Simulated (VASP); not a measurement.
Write the native input for VASP 6.6.1 that does the following.

```
Task                   : single point
Functional             : PBEsol
Potentials or basis    : VASP PAW PBE potentials, release 64 (Ca_sv)
Cutoff                 : 520 eV
k mesh                 : 8 × 8 × 8
Occupations            : fermi-dirac, width 0.1 eV
Spin                   : no spin polarisation
Dipole correction      : no
Further INCAR settings : ALGO = Normal; EDIFF = 1e-06; NBANDS = 17
```

The structure of Ca lies in POSCAR:

```
Ca
1.0
    0.0000000000      4.3141160887      4.3141160887
    4.3141160887      0.0000000000      4.3141160887
    4.3141160887      4.3141160887      0.0000000000
Ca
2
Direct
    0.1250000000      0.1250000000      0.1250000000
    0.8750000000      0.8750000000      0.8750000000
```

This isn't the form of Ca at room conditions, which is fcc.

These files were run (other wordings do the same):

INCAR

```
SYSTEM = Ca
  ALGO = Normal
  EDIFF = 1E-6
  ENCUT = 520
  GGA = PS
  ISIF = 2
  ISMEAR = -1
  LASPH = .True.
  LCHARG = .False.
  LREAL = .False.
  LWAVE = .False.
  NBANDS = 17
  NELM = 60
  PREC = Accurate
  SIGMA = 0.1
```

KPOINTS

```
k-points
0
Gamma
  8 8 8
  0 0 0
```

Potentials or basis: VASP PAW PBE potentials, release 64 (Ca_sv).

The run is started by

```sh
$ cat potpaw_PBE.64/Ca_sv/POTCAR > POTCAR
$ mpirun -np 1 vasp_std > vasp.out
```

Results of the run:

```json
{"Pressure": "-0.3 GPa", "Band gap on the k mesh": "zero (bands 10 and 11 overlap by 0.78 eV)"}
```

Caveat: the PAW data sets were made with another functional, which shifts forces and pressure a little.

It took 31 s on 1 thread of Intel(R) Xeon(R) 6975P-C (Granite Rapids), on a shared host, peak memory 0.32 GiB.
